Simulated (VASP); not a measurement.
# Be2As3P (P-3m1) in VASP: single point with r2SCAN+rVV10

Aim: the single point of Be2As3P with r2SCAN+rVV10.

All numbers are computed with VASP 6.6.1; they aren't measurements. Logs are shortened: lines on timing, memory, paths and dates and some standing lists are left out, and cuts for length are marked.

## Step 1: The cell of the first run

It takes space group P-3m1 (No. 164, trigonal). Conventional cell: a = 3.529 Å, b = 3.529 Å, c = 8.445 Å, α = 90.00°, β = 90.00°, γ = 120.00°. Within 3.1 Å of Be (site symmetry 3m) lie 6 As at 2.34 to 2.57 Å and 3 Be at 3.07 Å. Within 3.3 Å of As (site symmetry 3m) lie 3 P at 2.53 Å and 3 Be at 2.57 Å. Within 3.1 Å of As (site symmetry -3m) lie 6 Be at 2.34 Å. Within 3.3 Å of P (site symmetry -3m) lie 6 As at 2.53 Å.

## Step 2: Single point, r2SCAN+rVV10

Input file POSCAR:

```
Be2As3P
1.0
    3.5288334111     -0.0000000024      0.0000000000
   -1.7644167035      3.0560593809      0.0000000000
    0.0000000000      0.0000000000      8.4446495774
Be As P
2 3 1
Direct
    0.6666666667      0.3333333333      0.1357938965
    0.3333333333      0.6666666667      0.8642061035
    0.6666666667      0.3333333333      0.6781931748
    0.3333333333      0.6666666667      0.3218068252
    0.0000000000      0.0000000000      0.0000000000
    0.0000000000      0.0000000000      0.5000000000
```

Input file INCAR.step1:

```
  ALGO = Normal
  EDIFF = 1E-4
  ENCUT = 520
  GGA = PE
  ISMEAR = -1
  LASPH = True
  LCHARG = False
  LREAL = False
  LWAVE = True
  NBANDS = 21
  NELM = 80
  PREC = Accurate
  SIGMA = 0.03
```

Input file INCAR.step2:

```
  ALGO = Normal
  BPARAM = 11.95
  CPARAM = 0.0093
  EDIFF = 1E-7
  ENCUT = 520
  ISIF = 2
  ISMEAR = -1
  ISTART = 1
  IVDW_NL = 2
  LASPH = True
  LCHARG = True
  LELF = True
  LMIXTAU = True
  LREAL = False
  LUSE_VDW = True
  LVHAR = True
  LWAVE = False
  METAGGA = R2SCAN
  NBANDS = 21
  NELM = 80
  PREC = Accurate
  SIGMA = 0.03
```

Input file KPOINTS:

```
k-points
0
Gamma
  12 12 4
```

Potentials or basis: VASP PAW PBE potentials, release 64 (Be, As, P).

Run with:

```console
cat potpaw_PBE.64/Be/POTCAR potpaw_PBE.64/As/POTCAR potpaw_PBE.64/P/POTCAR > POTCAR
cp INCAR.step1 INCAR
mpirun -np 1 vasp_std > vasp.out
cp INCAR.step2 INCAR
mpirun -np 1 vasp_std > vasp.out
```

OUTCAR:

```text
BPARAM = 11.95
   EDIFF = 1E-7
   ENCUT = 520
   ISIF = 2
   ISMEAR = -1
   ISTART = 1
   IVDW_NL = 2
   LASPH = True
   LREAL = False
   METAGGA = R2SCAN
   NELM = 80
   PREC = Accurate

 ion  position               nearest neighbor table
   1  0.667  0.333  0.136-   5 2.34   5 2.34   5 2.34   4 2.57   4 2.57   4 2.57
   2  0.333  0.667  0.864-   5 2.34   5 2.34   5 2.34   3 2.57   3 2.57   3 2.57
   3  0.667  0.333  0.678-   6 2.53   6 2.53   6 2.53   2 2.57   2 2.57   2 2.57
   4  0.333  0.667  0.322-   6 2.53   6 2.53   6 2.53   1 2.57   1 2.57   1 2.57
   5  0.000  0.000  0.000-   1 2.34   2 2.34   2 2.34   1 2.34   1 2.34   2 2.34
   6  0.000  0.000  0.500-   3 2.53   4 2.53   4 2.53   3 2.53   3 2.53   4 2.53

  LATTYP: Found a hexagonal cell.
 ALAT       =     3.5288334111
 C/A-ratio  =     2.3930428540

  Lattice vectors:

 A1 = (   3.5288334111,  -0.0000000024,   0.0000000000)
 A2 = (  -1.7644167035,   3.0560593809,   0.0000000000)
 A3 = (   0.0000000000,   0.0000000000,   8.4446495774)

Analysis of symmetry for initial positions (statically):
=====================================================================
 Subroutine PRICEL returns:
 Original cell was already a primitive cell.

 Routine SETGRP: Setting up the symmetry group for a
 hexagonal supercell.

 Subroutine GETGRP returns: Found 12 space group operations
 (whereof 12 operations were pure point group operations)
 out of a pool of 24 trial point group operations.

The static configuration has the point symmetry D_3d.

Analysis of symmetry for dynamics (positions and initial velocities):
=====================================================================
 Subroutine PRICEL returns:
 Original cell was already a primitive cell.

 Routine SETGRP: Setting up the symmetry group for a
 hexagonal supercell.

 Subroutine GETGRP returns: Found 12 space group operations
 (whereof 12 operations were pure point group operations)
 out of a pool of 24 trial point group operations.

The dynamic configuration has the point symmetry D_3d.

 Subroutine INISYM returns: Found 12 space group operations
 (whereof 12 operations are pure point group operations),
 and found     1 'primitive' translations

----------------------------------------------------------------------------------------

                                     Primitive cell

  volume of cell :      91.0698

  direct lattice vectors                    reciprocal lattice vectors
     3.528833411 -0.000000002  0.000000000     0.283379770  0.163609386  0.000000000
    -1.764416704  3.056059381  0.000000000     0.000000000  0.327218773  0.000000000
     0.000000000  0.000000000  8.444649577     0.000000000  0.000000000  0.118418176

  length of vectors
     3.528833411  3.528833411  8.444649577     0.327218773  0.327218773  0.118418176

  position of ions in fractional coordinates (direct lattice)
     0.666666667  0.333333333  0.135793896
     0.333333333  0.666666667  0.864206104
     0.666666667  0.333333333  0.678193175
     0.333333333  0.666666667  0.321806825
     0.000000000  0.000000000  0.000000000
     0.000000000  0.000000000  0.500000000

  ion indices of the primitive-cell ions
   primitive index   ion index
                 1           1
                 2           2
                 3           3
                 4           4
                 5           5
                 6           6

----------------------------------------------------------------------------------------

 KPOINTS: k-points

Automatic generation of k-mesh.
 Grid dimensions read from file:
 generate k-points for:   12   12    4

 Generating k-lattice:

  Cartesian coordinates                     Fractional coordinates (reciprocal lattice)
     0.023614981  0.013634116  0.000000000     0.083333333  0.000000000  0.000000000
     0.000000000  0.027268231  0.000000000    -0.000000000  0.083333333  0.000000000
     0.000000000  0.000000000  0.029604544     0.000000000  0.000000000  0.250000000

  Length of vectors
     0.027268231  0.027268231  0.029604544

  Shift w.r.t. Gamma in fractional coordinates (k-lattice)
     0.000000000  0.000000000  0.000000000

 Subroutine IBZKPT returns following result:
 ===========================================

 Found     69 irreducible k-points:

 Following reciprocal coordinates:
            Coordinates               Weight
  0.000000  0.000000  0.000000      1.000000
  0.083333 -0.000000  0.000000      6.000000
  0.166667 -0.000000  0.000000      6.000000
  0.250000 -0.000000  0.000000      6.000000
  0.333333 -0.000000  0.000000      6.000000
  0.416667  0.000000  0.000000      6.000000
[... 16 lines left out ...]
  0.166667 -0.000000  0.250000      6.000000
  0.000000  0.166667  0.250000      6.000000
 [... further k-points ...]
   k-points           NKPTS =     69   k-points in BZ     NKDIM =     69   number of bands    NBANDS=     21
   number of dos      NEDOS =    301   number of ions     NIONS =      6
   total plane-waves  NPLWV =  50176
   dimension x,y,z NGX =    28 NGY =   28 NGZ =   64
   dimension x,y,z NGXF=    56 NGYF=   56 NGZF=  128
   ions per type =               2   3   1
   NGX,Y,Z   is equivalent  to a cutoff of  13.19, 13.19, 12.60 a.u.
   NGXF,Y,Z  is equivalent  to a cutoff of  26.38, 26.38, 25.20 a.u.
 SYSTEM =  unknown system
   PREC   = accura    normal or accurate (medium, high low for compatibility)
   ISTART =      1    job   : 0-new  1-cont  2-samecut
   ICHARG =      0    charge: 1-file 2-atom 10-const
   ISPIN  =      1    spin polarized calculation?
   LNONCOLLINEAR =      F non collinear calculations
   LSORBIT =      F    spin-orbit coupling
   LASPH  =      T    aspherical Exc in radial PAW
   ENCUT  =  520.0 eV  38.22 Ry    6.18 a.u.   6.56  6.56 15.70*2*pi/ulx,y,z
   NELM   =     80;   NELMIN=  2; NELMDL=  0     # of ELM steps
   EDIFF  = 0.1E-06   stopping-criterion for ELM
   LREAL  =      F    real-space projection
   EDIFFG = 0.1E-05   stopping-criterion for IOM
   NSW    =      0    number of steps for IOM
   IBRION =     -1    ionic relax: 0-MD 1-quasi-New 2-CG
   NFREE  =      0    steps in history (QN), initial steepest desc. (CG)
   ISIF   =      2    stress and relaxation
   ISYM   =      2    0-nonsym 1-usesym 2-fastsym
   POTIM  = 0.5000    time-step for ionic-motion
   TEBEG  =    0.0;   TEEND  =   0.0 temperature during run
   PSTRESS=    0.0 pullay stress
   NELECT =      24.0000    total number of electrons
   NUPDOWN=      -1.0000    fix difference up-down
   EMIN   =  10.00;   EMAX   =-10.00  energy-range for DOS
   EFERMI =   0.00;   METHOD = LEGACY
   ISMEAR =    -1;   SIGMA  =   0.03  broadening in eV -4-tet -1-fermi 0-gaus
   EFERMI_NEDOS =   21; number of points for ismear=-14 and -15
   IALGO  =     38    algorithm
   IMIX   =      4    mixing-type and parameters
     AMIX     =   0.40;   BMIX     =  1.00
     AMIX_MAG =   1.60;   BMIX_MAG =  1.00
  volume/ion in A,a.u.               =      15.18       102.43
  Fermi-wavevector in a.u.,A,eV,Ry     =   1.049592  1.983441 14.988759  1.101643
  Thomas-Fermi vector in A             =   2.184561
   LORBIT       =      0    0 simple, 1 ext, 2 COOP (PROOUT), +10 PAW based schemes
   METAGGA = R2SCAN    functional components
   LHFCALC =     F    Hartree Fock is set to
   AEXX    =    0.0000 exact exchange contribution
   IVDW_NL    =     2    kernel type
   BPARAM     =11.9500
   IVDW    =     0    specifies the selected vdW correction
   LEPSILON=     F    determine dielectric tensor
   LRPA    =     F    only Hartree local field effects (RPA)
 non-spin polarized calculation
  energy-cutoff  :      520.00
  volume of cell :       91.07
 maximum number of plane-waves:      2503
 NGX is ok and might be reduce to    28
   NGX = 13   NGY = 13   NGZ = 31

 number of electron      24.0000000 magnetization

 Free energy of the ion-electron system (eV)
  ---------------------------------------------------
  ext. energy  EPLUGINS =         0.00000000
  ---------------------------------------------------
  free energy    TOTEN  =       -60.00564697 eV

  energy without entropy =      -60.00061808  energy(sigma->0) =      -60.00313253

 E-fermi :   6.4840     XC(G=0): -11.1386

 val. band max:        6.4464285079   @ k =   0.4167   0.0833   0.5000
 cond. band min:       6.4882527380   @ k =   0.0000   0.0833   0.2500
 fundamental gap:      0.0418242301
 Fermi energy:         6.4839714792

 k-point     1 :       0.0000    0.0000    0.0000
  band No.  band energies     occupation
      1      -9.3789      2.00000
      2      -6.9923      2.00000
      3      -6.5714      2.00000
      4      -1.3006      2.00000
      5       0.8170      2.00000
      6       4.8841      2.00000
[... 13 lines left out ...]
     20      12.8061      0.00000
     21      13.7292      0.00000

 k-point     2 :       0.0833   -0.0000    0.0000
  band No.  band energies     occupation
      1      -9.2749      2.00000
      2      -6.8996      2.00000
      3      -6.4807      2.00000
      4      -1.2858      2.00000
      5       0.9002      2.00000
      6       3.9136      2.00000
[... 13 lines left out ...]
     20      13.0756      0.00000
     21      13.3987      0.00000

 k-point     3 :       0.1667   -0.0000    0.0000
  band No.  band energies     occupation
      1      -8.9646      2.00000
      2      -6.6261      2.00000
      3      -6.2159      2.00000
      4      -1.3237      2.00000
      5       1.1216      2.00000
      6       2.4952      2.00000
[... 13 lines left out ...]
     20      13.0541      0.00000
     21      13.2094      0.00000
[... 457 lines left out ...]
 k-point    23 :       0.1667   -0.0000    0.2500
  band No.  band energies     occupation
      1      -8.9281      2.00000
      2      -7.0712      2.00000
      3      -5.6188      2.00000
      4      -1.9026      2.00000
      5       1.4220      2.00000
      6       3.0098      2.00000
[... 13 lines left out ...]
     20      12.4741      0.00000
     21      13.8351      0.00000

 k-point    24 :       0.0000    0.1667    0.2500
  band No.  band energies     occupation
      1      -8.9284      2.00000
      2      -7.0690      2.00000
      3      -5.6216      2.00000
      4      -1.9164      2.00000
      5       1.7156      2.00000
      6       2.6872      2.00000
[... 13 lines left out ...]
     20      12.8525      0.00000
     21      13.4850      0.00000

 [... further k-points ...]

------------------------ aborting loop because EDIFF is reached ----------------------------------------

  FORCE on cell =-STRESS in cart. coord.  units (eV):
  Direction    XX          YY          ZZ          XY          YZ          ZX
  --------------------------------------------------------------------------------------
  -------------------------------------------------------------------------------------
  Total        0.1678642      0.1678642      0.1499524     -0.0000000     -0.0000000      0.0000000
  in kB        2.9532087      2.9532087      2.6380887     -0.0000000     -0.0000000      0.0000000
  external PRESSURE =       2.8481687 kB  Pullay stress =       0.0000000 kB

 VOLUME and BASIS-vectors are now :
 -----------------------------------------------------------------------------
  energy-cutoff  :      520.00
  volume of cell :       91.07
      direct lattice vectors                 reciprocal lattice vectors
     3.528833411 -0.000000002  0.000000000     0.283379770  0.163609386  0.000000000
    -1.764416704  3.056059381  0.000000000     0.000000000  0.327218773  0.000000000
     0.000000000  0.000000000  8.444649577     0.000000000  0.000000000  0.118418176

 POSITION                                       TOTAL-FORCE (eV/Angst)
 -----------------------------------------------------------------------------------
      1.76442      1.01869      1.14673         0.000000     -0.000000      0.017313
      0.00000      2.03737      7.29792         0.000000     -0.000000     -0.017313
      1.76442      1.01869      5.72710        -0.000000     -0.000000      0.012264
      0.00000      2.03737      2.71755        -0.000000      0.000000     -0.012264
      0.00000      0.00000      0.00000         0.000000     -0.000000      0.000000
      0.00000      0.00000      4.22232         0.000000     -0.000000      0.000000
 -----------------------------------------------------------------------------------
    total drift:                               -0.000000      0.000000      0.000000

  FREE ENERGIE OF THE ION-ELECTRON SYSTEM (eV)
  ---------------------------------------------------
  free  energy   TOTEN  =       -60.0056469721 eV

  energy  without entropy=      -60.0006180832  energy(sigma->0) =      -60.00313253
```

Wall time 8 min (1 thread of AMD EPYC 7R43 (Zen 3), shared host); peak memory 0.45 GiB.

Results:

```yaml
Free_energy: -60.0056 eV
Pressure: 0.3 GPa
Largest_force: 0.017 eV/Å
Band_gap_on_the_k_mesh: zero (band 12 reaches 7.50 eV, above the bottom of band 13 at 5.27 eV)
```

Forces on the atoms (eV/Å):
```
Be   0.000  0.000  0.017
Be   0.000  0.000 -0.017
As   0.000  0.000  0.012
As   0.000  0.000 -0.012
As   0.000  0.000  0.000
P    0.000  0.000  0.000
```

Levels at points of the mesh, in eV from the Fermi level:
| k point | band 10 | band 11 | band 12 | band 13 | band 14 | band 15 |
| --- | --- | --- | --- | --- | --- | --- |
| (0.00, 0.00, 0.00) | 0.14 | 0.14 | 0.20 | 0.69 | 2.58 | 2.58 |
| (0.50, 0.00, 0.00) | -2.54 | -2.15 | -2.02 | -1.02 | 1.09 | 2.19 |
| (0.00, 0.00, 0.50) | 0.06 | 0.19 | 0.19 | 1.95 | 2.01 | 2.01 |
| (0.50, 0.00, 0.50) | -2.78 | -1.39 | 0.08 | 0.17 | 0.49 | 2.12 |

Caveat: the PAW data sets were made with another functional, which shifts forces and pressure a little.
